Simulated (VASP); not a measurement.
# Ta2N (P-3m1) in VASP: single point with LDA

Aim: the single point of Ta2N with LDA.

Program: VASP 6.6.1. These are calculated values, not measurements. Logs are shortened: lines on timing, memory, paths and dates and some standing lists are left out, and cuts for length are marked.

## Step 1: The cell of the first run

The structure is trigonal, space group P-3m1 (No. 164). The conventional cell has a = 3.113 Å, b = 3.113 Å, c = 4.870 Å, α = 90.00°, β = 90.00°, γ = 120.00°. Ta (site symmetry 3m) has 3 N at 2.18 Å and 12 Ta at 2.99 to 3.11 Å within 3.2 Å. N (site symmetry -3m) has 6 Ta at 2.18 Å within 2.9 Å.

## Step 2: Single point, LDA, non-collinear spin, zero start, spin-orbit coupling

INCAR

```
PREC = Accurate ; ENCUT = 520
EDIFF = 1E-7 ; ISMEAR = -1
SIGMA = 0.1 ; LREAL = F
LASPH = T ; NELM = 150
ALGO = Normal ; ISIF = 2
LWAVE = F ; LCHARG = F
MAGMOM = 0 0 0 0 0 0 0 0 0 ; LORBIT = 11
LSORBIT = T ; GGA_COMPAT = F
LORBMOM = T ; LMAXMIX = 4
NBANDS = 40
```

KPOINTS

```
Automatic mesh
0
Gamma
  12 12 7
```

POSCAR

```
Ta2N
1.0
    3.1128620000      0.0000000000      0.0000000000
   -1.5564310000      2.6958175705      0.0000000000
    0.0000000000      0.0000000000      4.8698410000
Ta N
2 1
Direct
    0.6666670000      0.3333330000      0.7452890000
    0.3333330000      0.6666670000      0.2547110000
    0.0000000000      0.0000000000      0.0000000000
```

Potentials or basis: VASP PAW LDA potentials, release 64 (Ta_pv, N).

Command:

```
> cat potpaw_LDA.64/Ta_pv/POTCAR potpaw_LDA.64/N/POTCAR > POTCAR
> mpirun -np 1 vasp_ncl > vasp.out
```

OUTCAR:

```text
PREC = Accurate
   ENCUT = 520
   EDIFF = 1E-7
   ISMEAR = -1
   LREAL = F
   LASPH = T
   NELM = 150
   ISIF = 2
   LORBIT = 11
   LSORBIT = T

 ion  position               nearest neighbor table
   1  0.667  0.333  0.745-   3 2.18   3 2.18   3 2.18   2 2.99   2 2.99   2 2.99   2 3.06   2 3.06
                             2 3.06
   2  0.333  0.667  0.255-   3 2.18   3 2.18   3 2.18   1 2.99   1 2.99   1 2.99   1 3.06   1 3.06
                             1 3.06
   3  0.000  0.000  0.000-   1 2.18   2 2.18   1 2.18   2 2.18   1 2.18   2 2.18

  LATTYP: Found a hexagonal cell.
 ALAT       =     3.1128620000
 C/A-ratio  =     1.5644255993

  Lattice vectors:

 A1 = (   3.1128620000,   0.0000000000,   0.0000000000)
 A2 = (  -1.5564310000,   2.6958175705,   0.0000000000)
 A3 = (   0.0000000000,   0.0000000000,   4.8698410000)

Analysis of symmetry for initial positions (statically):
=====================================================================
 Subroutine PRICEL returns:
 Original cell was already a primitive cell.

 Routine SETGRP: Setting up the symmetry group for a
 hexagonal supercell.

 Subroutine GETGRP returns: Found 12 space group operations
 (whereof 12 operations were pure point group operations)
 out of a pool of 24 trial point group operations.

The static configuration has the point symmetry D_3d.

Analysis of symmetry for dynamics (positions and initial velocities):
=====================================================================
 Subroutine PRICEL returns:
 Original cell was already a primitive cell.

 Routine SETGRP: Setting up the symmetry group for a
 hexagonal supercell.

 Subroutine GETGRP returns: Found 12 space group operations
 (whereof 12 operations were pure point group operations)
 out of a pool of 24 trial point group operations.

The dynamic configuration has the point symmetry D_3d.

Analysis of structural, dynamic, and magnetic symmetry:
=====================================================================
 Subroutine PRICEL returns:
 Original cell was already a primitive cell.

 Routine SETGRP: Setting up the symmetry group for a
 hexagonal supercell.

 Subroutine GETGRP returns: Found 12 space group operations
 (whereof 12 operations were pure point group operations)
 out of a pool of 24 trial point group operations.

The overall configuration has the point symmetry D_3d.

 Subroutine INISYM returns: Found 12 space group operations
 (whereof 12 operations are pure point group operations),
 and found     1 'primitive' translations

----------------------------------------------------------------------------------------

                                     Primitive cell

  volume of cell :      40.8663

  direct lattice vectors                    reciprocal lattice vectors
     3.112862000  0.000000000  0.000000000     0.321247778  0.185472491  0.000000000
    -1.556431000  2.695817571  0.000000000     0.000000000  0.370944982  0.000000000
     0.000000000  0.000000000  4.869841000     0.000000000  0.000000000  0.205345513

  length of vectors
     3.112862000  3.112862000  4.869841000     0.370944982  0.370944982  0.205345513

  position of ions in fractional coordinates (direct lattice)
     0.666667000  0.333333000  0.745289000
     0.333333000  0.666667000  0.254711000
     0.000000000  0.000000000  0.000000000

  ion indices of the primitive-cell ions
   primitive index   ion index
                 1           1
                 2           2
                 3           3

----------------------------------------------------------------------------------------

 KPOINTS: Automatic mesh

Automatic generation of k-mesh.
 Grid dimensions read from file:
 generate k-points for:   12   12    7

 Generating k-lattice:

  Cartesian coordinates                     Fractional coordinates (reciprocal lattice)
     0.026770648  0.015456041  0.000000000     0.083333333  0.000000000  0.000000000
[... 100 lines left out ...]

 number of electron      26.9999998 magnetization      -0.0000000      0.0000000      0.0000000

 Free energy of the ion-electron system (eV)
  ---------------------------------------------------
  ext. energy  EPLUGINS =         0.00000000
  ---------------------------------------------------
  free energy    TOTEN  =       -39.00647572 eV

  energy without entropy =      -38.96537954  energy(sigma->0) =      -38.98592763

 E-fermi :   7.2827     XC(G=0): -13.0469

 val. band max:        7.2815149658   @ k =   0.1667   0.0000   0.1429
 cond. band min:       7.2828284386   @ k =   0.0000   0.0000   0.0000
 fundamental gap:      0.0013134728
 Fermi energy:         7.2826707513

 k-point     1 :       0.0000    0.0000    0.0000
  band No.  band energies     occupation
      1     -32.9627      1.00000
      2     -32.9627      1.00000
      3     -32.7061      1.00000
      4     -32.7061      1.00000
      5     -25.5734      1.00000
      6     -25.5734      1.00000
[... 997 lines left out ...]
     38      10.6975      0.00000
     39      11.3342      0.00000

 [... further k-points ...]

 [bands above 39 left out]

------------------------ aborting loop because EDIFF is reached ----------------------------------------

  FORCE on cell =-STRESS in cart. coord.  units (eV):
  Direction    XX          YY          ZZ          XY          YZ          ZX
  --------------------------------------------------------------------------------------
  -------------------------------------------------------------------------------------
  Total       -3.2925082     -3.2925082     -3.2464930      0.0000000      0.0000000     -0.0000000
  in kB     -129.0839670   -129.0839670   -127.2799237      0.0000000      0.0000000     -0.0000000
  external PRESSURE =    -128.4826193 kB  Pullay stress =       0.0000000 kB

 VOLUME and BASIS-vectors are now :
 -----------------------------------------------------------------------------
  energy-cutoff  :      520.00
  volume of cell :       40.87
      direct lattice vectors                 reciprocal lattice vectors
     3.112862000  0.000000000  0.000000000     0.321247778  0.185472491  0.000000000
    -1.556431000  2.695817571  0.000000000     0.000000000  0.370944982  0.000000000
     0.000000000  0.000000000  4.869841000     0.000000000  0.000000000  0.205345513

 POSITION                                       TOTAL-FORCE (eV/Angst)
 -----------------------------------------------------------------------------------
      1.55643      0.89860      3.62944         0.000000      0.000000      0.442486
     -0.00000      1.79721      1.24040        -0.000000      0.000000     -0.442486
      0.00000      0.00000      0.00000         0.000000      0.000000      0.000000
 -----------------------------------------------------------------------------------
    total drift:                               -0.000000      0.000000      0.000000

  FREE ENERGIE OF THE ION-ELECTRON SYSTEM (eV)
  ---------------------------------------------------
  free  energy   TOTEN  =       -39.0064757185 eV

  energy  without entropy=      -38.9653795368  energy(sigma->0) =      -38.98592763

 orbital moment (x)

 # of ion     p       d       tot
 ----------------------------------------
  1        -0.000   0.000   0.000
  2        -0.000   0.000   0.000
  3         0.000   0.000   0.000
 ----------------------------------------
           -0.000   0.000   0.000

 orbital moment (y)

 # of ion     p       d       tot
 ----------------------------------------
  1         0.000  -0.000  -0.000
  2         0.000  -0.000  -0.000
  3         0.000   0.000   0.000
 ----------------------------------------
            0.000  -0.000  -0.000

 orbital moment (z)

 # of ion     p       d       tot
 ----------------------------------------
  1        -0.000  -0.000  -0.000
  2         0.000   0.000   0.000
  3         0.000   0.000   0.000
 ----------------------------------------
            0.000   0.000   0.000

 Spin-Orbit-Coupling matrix elements

 Ion:    1  E_soc:     -1.3961756
 l=   1
     0.0000000    -0.2114857    -0.2119678
    -0.2114857     0.0000000    -0.2114857
    -0.2119678    -0.2114857     0.0000000
 l=   2
     0.0000000    -0.0039240     0.0000000    -0.0039240    -0.0162368
    -0.0039240     0.0000000    -0.0134302    -0.0043555    -0.0039240
     0.0000000    -0.0134302     0.0000000    -0.0134302     0.0000000
    -0.0039240    -0.0043555    -0.0134302     0.0000000    -0.0039240
    -0.0162368    -0.0039240     0.0000000    -0.0039240     0.0000000
 l=   3
     0.0000000     0.0000000     0.0000000     0.0000000     0.0000000     0.0000000     0.0000000
     0.0000000     0.0000000     0.0000000     0.0000000     0.0000000     0.0000000     0.0000000
     0.0000000     0.0000000     0.0000000     0.0000000     0.0000000     0.0000000     0.0000000
     0.0000000     0.0000000     0.0000000     0.0000000     0.0000000     0.0000000     0.0000000
[... 29 lines left out ...]
 l=   2
     0.0000000     0.0000000     0.0000000     0.0000000     0.0000000
     0.0000000     0.0000000     0.0000000     0.0000000     0.0000000
     0.0000000     0.0000000     0.0000000     0.0000000     0.0000000
     0.0000000     0.0000000     0.0000000     0.0000000     0.0000000
     0.0000000     0.0000000     0.0000000     0.0000000     0.0000000
 l=   3
     0.0000000     0.0000000     0.0000000     0.0000000     0.0000000     0.0000000     0.0000000
     0.0000000     0.0000000     0.0000000     0.0000000     0.0000000     0.0000000     0.0000000
     0.0000000     0.0000000     0.0000000     0.0000000     0.0000000     0.0000000     0.0000000
     0.0000000     0.0000000     0.0000000     0.0000000     0.0000000     0.0000000     0.0000000
     0.0000000     0.0000000     0.0000000     0.0000000     0.0000000     0.0000000     0.0000000
     0.0000000     0.0000000     0.0000000     0.0000000     0.0000000     0.0000000     0.0000000
     0.0000000     0.0000000     0.0000000     0.0000000     0.0000000     0.0000000     0.0000000

 total charge

# of ion       s       p       d       tot
------------------------------------------
    1        0.312   6.217   2.381   8.910
    2        0.312   6.217   2.381   8.910
    3        1.230   2.472   0.000   3.702
--------------------------------------------------
tot          1.854  14.906   4.762  21.522

 magnetization (x)

# of ion       s       p       d       tot
------------------------------------------
    1        0.000   0.000  -0.000  -0.000
    2        0.000   0.000   0.000   0.000
    3        0.000   0.000   0.000   0.000
--------------------------------------------------
tot          0.000   0.000  -0.000  -0.000

 magnetization (y)

# of ion       s       p       d       tot
------------------------------------------
    1       -0.000   0.000   0.000   0.000
    2       -0.000   0.000  -0.000  -0.000
    3        0.000   0.000   0.000   0.000
--------------------------------------------------
tot         -0.000   0.000   0.000  -0.000

 magnetization (z)

# of ion       s       p       d       tot
------------------------------------------
    1        0.000   0.000   0.000   0.000
    2        0.000   0.000   0.000   0.000
    3        0.000   0.000   0.000   0.000
--------------------------------------------------
tot          0.000   0.000   0.000   0.000
```

It took 7 min on 1 thread of Intel Xeon Platinum 8488C (Sapphire Rapids), shared host; peak memory 0.38 GiB.

Results:

```yaml
Free_energy: -39.0065 eV
Pressure: -12.8 GPa
Largest_force: 0.442 eV/Å
Net_moment: 0.00 μB per cell
Valence_electrons_inside_the_program's_atomic_spheres: Ta 8.91; N 3.70
```

Forces on the atoms (eV/Å):
```
Ta   0.000  0.000  0.442
Ta   0.000  0.000 -0.442
N    0.000  0.000  0.000
```

Moments on the atoms (μB; x, y, z):
```
Ta  0.00 0.00 0.00
Ta  0.00 0.00 0.00
N   0.00 0.00 0.00
```

Caveat: the cell stands under tension.
